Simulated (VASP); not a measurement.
Input of a VASP 6.6.1 run:

Contents of INCAR:

```
  ALGO = Normal
  EDIFF = 1E-6
  ENCUT = 520
  GGA = PE
  ISIF = 2
  ISMEAR = -1
  LASPH = T
  LCHARG = F
  LREAL = F
  LWAVE = F
  NBANDS = 18
  NELM = 80
  PREC = Accurate
  SIGMA = 0.05
```

KPOINTS

```
k-points
0
Gamma
  7 7 7
```

File POSCAR:

```
MoI
1.0
    0.0000000000      3.1788513800      3.1788513800
    3.1788513800      0.0000000000      3.1788513800
    3.1788513800      3.1788513800      0.0000000000
Mo I
1 1
Direct
    0.0000000000      0.0000000000      0.0000000000
    0.7500000000      0.7500000000      0.7500000000
```

Potentials or basis: VASP PAW PBE potentials, release 64 (Mo_sv, I).

Command:

```sh
$ cat potpaw_PBE.64/Mo_sv/POTCAR potpaw_PBE.64/I/POTCAR > POTCAR
$ mpirun -np 1 vasp_std > vasp.out
```

(1) Estimate the pressure.

Answers

(1) -7.4 GPa.

Caveat: an odd number of electrons without spin polarisation forces a metal; a magnetic or distorted state may lie lower.
